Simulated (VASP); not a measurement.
Crystal: NaLa.

```
La Na
1.0
     3.60625    0.00000    0.00000
    -1.80313    3.12310    0.00000
     0.00000    0.00000    6.48378
La Na
1 1
Direct
  0.00000 0.00000 0.50000
  0.66667 0.33333 0.00000
```

| Quantity | Value |
| --- | --- |
| Program | VASP 6.6.1 |
| Task | relaxation of cell and atoms |
| Functional | revPBE |
| Dispersion | D3(BJ) |
| Potentials or basis | VASP PAW PBE potentials, release 64 (La, Na_pv) |
| Cutoff | 600 eV |
| k mesh | 7 × 7 × 3 |
| Occupations | methfessel-paxton, width 0.2 eV |
| Spin | non-collinear spin, zero start, spin-orbit coupling |
| Starting moments | [[0.0, 0.0, 0.0], [0.0, 0.0, 0.0]] μB |

At the start: pressure -1.8 GPa; volume 36.51 Å³/atom.

Task: How do energy, volume and symmetry change on relaxing?

Result: Over 7 steps the energy falls by 21.0 meV/atom and the volume is 33.08 Å³/atom (-9.4 %); space group P-6m2 (No. 187, to 0.1 Å) before and after; moment 0.00 μB per cell.

The path:
```
step  energy change (eV)  largest force (eV/Å)  pressure (GPa)  volume (Å³)
   1              0.0000                0.0000           -1.75        73.02
   2             -0.0346                0.0000           -0.83        68.89
   3             -0.0418                0.0000           -0.07        66.32
   4             -0.0418                0.0000            0.04        66.16
   5             -0.0420                0.0000           -0.05        66.26
   6             -0.0420                0.0000           -0.08        66.31
   7             -0.0421                0.0000           -0.01        66.17
```

Final structure:
```
CELL_PARAMETERS angstrom
3.48376 0.00000 0.00000
-1.74188 3.01702 0.00000
0.00000 0.00000 6.29518
ATOMIC_POSITIONS crystal
La 0.00000 0.00000 0.50000
Na 0.66667 0.33333 0.00000
```

Caveat: the PAW data sets were made with another functional, which shifts forces and pressure a little.
